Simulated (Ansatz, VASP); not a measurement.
One calculation of BaZn2H6, two programs

```
Ba Zn H
1.0
     0.00000    4.64959    4.64959
     4.64959    0.00000    4.64959
     4.64959    4.64959    0.00000
Ba Zn H
1 2 6
Cartesian
  4.6496 4.6496 4.6496
  2.3248 2.3248 2.3248
  6.9744 6.9744 6.9744
  7.8193 4.6496 4.6496
  1.4799 4.6496 4.6496
  4.6496 7.8193 4.6496
  4.6496 1.4799 4.6496
  4.6496 4.6496 7.8193
  4.6496 4.6496 1.4799
```

Alike in both runs: task relaxation of cell and atoms; functional PBE; k mesh 4 × 4 × 4; occupations gaussian, width 0.1 eV; no spin polarisation.

|  | VASP | Ansatz |
| --- | --- | --- |
| version | VASP 6.6.1 | Ansatz 0.2.0 |
| potentials or method | VASP PAW PBE potentials, release 64 (Ba_sv, Zn, H), cutoff 600 eV | scalar-relativistic, plane waves, PAW |
| valence electrons in the cell | 40 | 40 |

VASP gave:

| Item | Value |
| --- | --- |
| gap on the k mesh at the Fermi level, each at its own relaxed structure (eV) | none |
| relaxed volume (Å³/atom) | 13.00 |
| relaxed length of the cell vector where the two differ most in proportion (Å) | 5.489 |

Estimate Ansatz's values.

gap on the k mesh at the Fermi level, each at its own relaxed structure (eV): none; relaxed volume (Å³/atom): 12.91; relaxed length of the cell vector where the two differ most in proportion (Å): 5.478.

A gap of «none» marks a metal or a gap that the smearing closes.

Spin-orbit coupling is off throughout. Noted on VASP's run: the volume moved by over 15 % at a fixed basis, so the end points are rough.
